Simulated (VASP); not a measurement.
# Sc (P6/mmm) in VASP: notebook

Runs on Sc. Level: PBEsol. Tasks: single point.

Everything below comes from runs of VASP 6.6.1. Logs are shortened: lines on timing, memory, paths and dates and some standing lists are left out, and cuts for length are marked.

## Step 1: The cell of the first run

The structure is hexagonal, space group P6/mmm (No. 191). The conventional cell has a = 5.195 Å, b = 5.195 Å, c = 3.263 Å, α = 90.00°, β = 90.00°, γ = 120.00°. Within 4.3 Å of Sc (site symmetry 6/mmm) lie 14 Sc at 3.26 to 3.41 Å. Within 3.9 Å of Sc (site symmetry -6m2) lie 11 Sc at 3.00 to 3.41 Å.

This isn't the form of Sc at room conditions, which is hcp.

## Step 2: Single point, PBEsol (25.42 Å³/atom)

File INCAR:

```
SYSTEM = Sc
  ALGO = Normal
  EDIFF = 1E-6
  ENCUT = 520
  GGA = PS
  ISIF = 2
  ISMEAR = -1
  LASPH = .TRUE.
  LCHARG = .FALSE.
  LREAL = .FALSE.
  LWAVE = .FALSE.
  NBANDS = 24
  NELM = 80
  PREC = Accurate
  SIGMA = 0.1
```

File KPOINTS:

```
k-points
0
G
  8 8 11
  0 0 0
```

File POSCAR:

```
Sc
1.0
    5.1945869476      0.0000000000      0.0000000000
   -2.5972934738      4.4986442588      0.0000000000
    0.0000000000      0.0000000000      3.2627605809
Sc
3
Direct
    1.0000000000      1.0000000000      0.0000000000
    0.3333333333      0.6666666667      0.5000000000
    0.6666666667      0.3333333333      0.5000000000
```

Potentials or basis: VASP PAW PBE potentials, release 64 (Sc_sv).

Run with:

```console
$ cat potpaw_PBE.64/Sc_sv/POTCAR > POTCAR
$ mpirun -np 1 vasp_std > vasp.out
```

OUTCAR:

```text
SYSTEM = Sc
   EDIFF = 1E-6
   ENCUT = 520
   GGA = PS
   ISIF = 2
   ISMEAR = -1
   LASPH = .TRUE.
   LREAL = .FALSE.
   NELM = 80
   PREC = Accurate

 ion  position               nearest neighbor table
   1  0.000  0.000  0.000-   2 3.41   3 3.41   2 3.41   3 3.41   3 3.41   3 3.41   2 3.41   2 3.41
                             3 3.41   3 3.41   2 3.41   2 3.41
   2  0.333  0.667  0.500-   3 3.00   3 3.00   3 3.00   1 3.41   1 3.41   1 3.41   1 3.41   1 3.41
                             1 3.41
   3  0.667  0.333  0.500-   2 3.00   2 3.00   2 3.00   1 3.41   1 3.41   1 3.41   1 3.41   1 3.41
                             1 3.41

  LATTYP: Found a hexagonal cell.
 ALAT       =     5.1945869476
 C/A-ratio  =     0.6281078003

  Lattice vectors:

 A1 = (   5.1945869476,   0.0000000000,   0.0000000000)
 A2 = (  -2.5972934738,   4.4986442588,   0.0000000000)
 A3 = (   0.0000000000,   0.0000000000,   3.2627605809)

Analysis of symmetry for initial positions (statically):
=====================================================================
 Subroutine PRICEL returns:
 Original cell was already a primitive cell.

 Routine SETGRP: Setting up the symmetry group for a
 hexagonal supercell.

 Subroutine GETGRP returns: Found 24 space group operations
 (whereof 24 operations were pure point group operations)
 out of a pool of 24 trial point group operations.

The static configuration has the point symmetry D_6h.

Analysis of symmetry for dynamics (positions and initial velocities):
=====================================================================
 Subroutine PRICEL returns:
 Original cell was already a primitive cell.

 Routine SETGRP: Setting up the symmetry group for a
 hexagonal supercell.

 Subroutine GETGRP returns: Found 24 space group operations
 (whereof 24 operations were pure point group operations)
 out of a pool of 24 trial point group operations.

The dynamic configuration has the point symmetry D_6h.

 Subroutine INISYM returns: Found 24 space group operations
 (whereof 24 operations are pure point group operations),
 and found     1 'primitive' translations

----------------------------------------------------------------------------------------

                                     Primitive cell

  volume of cell :      76.2461

  direct lattice vectors                    reciprocal lattice vectors
     5.194586948  0.000000000  0.000000000     0.192508088  0.111144596  0.000000000
    -2.597293474  4.498644259  0.000000000     0.000000000  0.222289193  0.000000000
     0.000000000  0.000000000  3.262760581     0.000000000  0.000000000  0.306488930

  length of vectors
     5.194586948  5.194586948  3.262760581     0.222289193  0.222289193  0.306488930

  position of ions in fractional coordinates (direct lattice)
     0.000000000  0.000000000  0.000000000
     0.333333333  0.666666667  0.500000000
     0.666666667  0.333333333  0.500000000

  ion indices of the primitive-cell ions
   primitive index   ion index
                 1           1
                 2           2
                 3           3

----------------------------------------------------------------------------------------

 KPOINTS: k-points

Automatic generation of k-mesh.
 Grid dimensions read from file:
 generate k-points for:    8    8   11

 Generating k-lattice:

  Cartesian coordinates                     Fractional coordinates (reciprocal lattice)
     0.024063511  0.013893075  0.000000000     0.125000000 -0.000000000  0.000000000
     0.000000000  0.027786149  0.000000000     0.000000000  0.125000000  0.000000000
     0.000000000  0.000000000  0.027862630     0.000000000  0.000000000  0.090909091

  Length of vectors
     0.027786149  0.027786149  0.027862630

  Shift w.r.t. Gamma in fractional coordinates (k-lattice)
     0.000000000  0.000000000  0.000000000

 Subroutine IBZKPT returns following result:
 ===========================================

 Found     60 irreducible k-points:

 Following reciprocal coordinates:
            Coordinates               Weight
  0.000000  0.000000  0.000000      1.000000
  0.125000  0.000000  0.000000      6.000000
  0.250000  0.000000  0.000000      6.000000
  0.375000  0.000000  0.000000      6.000000
  0.500000  0.000000  0.000000      3.000000
  0.125000  0.125000  0.000000      6.000000
[... 16 lines left out ...]
  0.250000  0.000000  0.181818     12.000000
  0.375000  0.000000  0.181818     12.000000
 [... further k-points ...]
   k-points           NKPTS =     60   k-points in BZ     NKDIM =     60   number of bands    NBANDS=     24
   number of dos      NEDOS =    301   number of ions     NIONS =      3
   total plane-waves  NPLWV =  38400
   dimension x,y,z NGX =    40 NGY =   40 NGZ =   24
   dimension x,y,z NGXF=    80 NGYF=   80 NGZF=   48
   ions per type =               3
   NGX,Y,Z   is equivalent  to a cutoff of  12.80, 12.80, 12.23 a.u.
   NGXF,Y,Z  is equivalent  to a cutoff of  25.60, 25.60, 24.46 a.u.
 SYSTEM =  Sc
   PREC   = accura    normal or accurate (medium, high low for compatibility)
   ISTART =      0    job   : 0-new  1-cont  2-samecut
   ICHARG =      2    charge: 1-file 2-atom 10-const
   ISPIN  =      1    spin polarized calculation?
   LNONCOLLINEAR =      F non collinear calculations
   LSORBIT =      F    spin-orbit coupling
   LASPH  =      T    aspherical Exc in radial PAW
   ENCUT  =  520.0 eV  38.22 Ry    6.18 a.u.   9.66  9.66  6.07*2*pi/ulx,y,z
   NELM   =     80;   NELMIN=  2; NELMDL= -5     # of ELM steps
   EDIFF  = 0.1E-05   stopping-criterion for ELM
   LREAL  =      F    real-space projection
   EDIFFG = 0.1E-04   stopping-criterion for IOM
   NSW    =      0    number of steps for IOM
   IBRION =     -1    ionic relax: 0-MD 1-quasi-New 2-CG
   NFREE  =      0    steps in history (QN), initial steepest desc. (CG)
   ISIF   =      2    stress and relaxation
   ISYM   =      2    0-nonsym 1-usesym 2-fastsym
   POTIM  = 0.5000    time-step for ionic-motion
   TEBEG  =    0.0;   TEEND  =   0.0 temperature during run
   PSTRESS=    0.0 pullay stress
   NELECT =      33.0000    total number of electrons
   NUPDOWN=      -1.0000    fix difference up-down
   EMIN   =  10.00;   EMAX   =-10.00  energy-range for DOS
   EFERMI =   0.00;   METHOD = LEGACY
   ISMEAR =    -1;   SIGMA  =   0.10  broadening in eV -4-tet -1-fermi 0-gaus
   EFERMI_NEDOS =   21; number of points for ismear=-14 and -15
   IALGO  =     38    algorithm
   IMIX   =      4    mixing-type and parameters
     AMIX     =   0.40;   BMIX     =  1.00
     AMIX_MAG =   1.60;   BMIX_MAG =  1.00
  volume/ion in A,a.u.               =      25.42       171.51
  Fermi-wavevector in a.u.,A,eV,Ry     =   1.238341  2.340125 20.864370  1.533488
  Thomas-Fermi vector in A             =   2.372870
   LORBIT       =      0    0 simple, 1 ext, 2 COOP (PROOUT), +10 PAW based schemes
   GGA     = PS    functional components
   LHFCALC =     F    Hartree Fock is set to
   AEXX    =    0.0000 exact exchange contribution
   IVDW    =     0    specifies the selected vdW correction
   LEPSILON=     F    determine dielectric tensor
   LRPA    =     F    only Hartree local field effects (RPA)
 non-spin polarized calculation
  energy-cutoff  :      520.00
  volume of cell :       76.25
 maximum number of plane-waves:      2089
 NGX is ok and might be reduce to    40
   NGX = 19   NGY = 19   NGZ = 13

 number of electron      33.0000000 magnetization

 Free energy of the ion-electron system (eV)
  ---------------------------------------------------
  ext. energy  EPLUGINS =         0.00000000
  ---------------------------------------------------
  free energy    TOTEN  =       -19.67150875 eV

  energy without entropy =      -19.47192916  energy(sigma->0) =      -19.57171896

 E-fermi :   3.3584     XC(G=0):  -9.8609

 val. band max:        3.3471459520   @ k =   0.2500   0.2500   0.3636
 cond. band min:       3.3754063587   @ k =   0.3750   0.1250   0.3636
 fundamental gap:      0.0282604066
 Fermi energy:         3.3583788622

 k-point     1 :       0.0000    0.0000    0.0000
  band No.  band energies     occupation
      1     -45.9317      2.00000
      2     -45.8827      2.00000
      3     -45.8210      2.00000
      4     -24.7473      2.00000
      5     -24.7473      2.00000
      6     -24.6689      2.00000
[... 16 lines left out ...]
     23       5.6660      0.00000
     24       5.6947      0.00000

 k-point     2 :       0.1250    0.0000    0.0000
  band No.  band energies     occupation
      1     -45.9290      2.00000
      2     -45.8827      2.00000
      3     -45.8238      2.00000
      4     -24.7688      2.00000
      5     -24.7566      2.00000
      6     -24.6458      2.00000
[... 16 lines left out ...]
     23       5.4307      0.00000
     24       5.4525      0.00000

 k-point     3 :       0.2500    0.0000    0.0000
  band No.  band energies     occupation
      1     -45.9222      2.00000
      2     -45.8819      2.00000
      3     -45.8315      2.00000
      4     -24.8017      2.00000
      5     -24.7541      2.00000
      6     -24.6087      2.00000
[... 16 lines left out ...]
     23       5.3742      0.00000
     24       5.7145      0.00000

 k-point     4 :       0.3750    0.0000    0.0000
  band No.  band energies     occupation
      1     -45.9150      2.00000
      2     -45.8789      2.00000
      3     -45.8417      2.00000
      4     -24.8253      2.00000
      5     -24.7221      2.00000
      6     -24.6028      2.00000
[... 16 lines left out ...]
     23       5.4709      0.00000
     24       6.1030      0.00000

 k-point     5 :       0.5000    0.0000    0.0000
  band No.  band energies     occupation
      1     -45.9121      2.00000
      2     -45.8760      2.00000
      3     -45.8475      2.00000
      4     -24.8337      2.00000
      5     -24.6748      2.00000
      6     -24.6517      2.00000
[... 451 lines left out ...]
 k-point    22 :       0.1250    0.0000    0.1818
  band No.  band energies     occupation
      1     -45.9197      2.00000
      2     -45.8802      2.00000
      3     -45.8182      2.00000
      4     -24.7560      2.00000
      5     -24.7444      2.00000
      6     -24.6381      2.00000
[... 16 lines left out ...]
     23       5.3765      0.00000
     24       5.4997      0.00000

 k-point    23 :       0.2500    0.0000    0.1818
  band No.  band energies     occupation
      1     -45.9138      2.00000
      2     -45.8784      2.00000
      3     -45.8259      2.00000
      4     -24.7836      2.00000
      5     -24.7413      2.00000
      6     -24.6176      2.00000
[... 16 lines left out ...]
     23       5.3905      0.00000
     24       5.6455      0.00000

 k-point    24 :       0.3750    0.0000    0.1818
  band No.  band energies     occupation
      1     -45.9082      2.00000
      2     -45.8740      2.00000
      3     -45.8361      2.00000
      4     -24.8043      2.00000
      5     -24.7167      2.00000
      6     -24.6257      2.00000
[... 16 lines left out ...]
     23       5.5155      0.00000
     24       5.9579      0.00000

 [... further k-points ...]

------------------------ aborting loop because EDIFF is reached ----------------------------------------

  FORCE on cell =-STRESS in cart. coord.  units (eV):
  Direction    XX          YY          ZZ          XY          YZ          ZX
  --------------------------------------------------------------------------------------
  -------------------------------------------------------------------------------------
  Total       -1.7754323     -1.7754323     -1.8367169      0.0000000     -0.0000000      0.0000000
  in kB      -37.3075571    -37.3075571    -38.5953451      0.0000000     -0.0000000      0.0000000
  external PRESSURE =     -37.7368198 kB  Pullay stress =       0.0000000 kB

 VOLUME and BASIS-vectors are now :
 -----------------------------------------------------------------------------
  energy-cutoff  :      520.00
  volume of cell :       76.25
      direct lattice vectors                 reciprocal lattice vectors
     5.194586948  0.000000000  0.000000000     0.192508088  0.111144596  0.000000000
    -2.597293474  4.498644259  0.000000000     0.000000000  0.222289193  0.000000000
     0.000000000  0.000000000  3.262760581     0.000000000  0.000000000  0.306488930

 POSITION                                       TOTAL-FORCE (eV/Angst)
 -----------------------------------------------------------------------------------
      0.00000      0.00000      0.00000         0.000000      0.000000      0.000000
     -0.00000      2.99910      1.63138         0.000000     -0.000000     -0.000000
      2.59729      1.49955      1.63138        -0.000000      0.000000      0.000000
 -----------------------------------------------------------------------------------
    total drift:                               -0.000000      0.000000      0.000000

  FREE ENERGIE OF THE ION-ELECTRON SYSTEM (eV)
  ---------------------------------------------------
  free  energy   TOTEN  =       -19.6715087519 eV

  energy  without entropy=      -19.4719291630  energy(sigma->0) =      -19.57171896
```

It took 56 s on 1 thread of AMD EPYC 9R45 (Zen 5), shared host; peak memory 0.2 GiB.

Results:

- Free energy: -19.6715 eV
- Pressure: -3.8 GPa
- Band gap on the k mesh: zero (an odd number of electrons rules out a gap without spin polarisation)

Stress tensor (GPa, compression positive):
```
-3.73  0.00  0.00
 0.00 -3.73  0.00
 0.00  0.00 -3.86
```

Caveat: the cell stands under tension; the PAW data sets were made with another functional, which shifts forces and pressure a little.

[end of part 1 of 2]
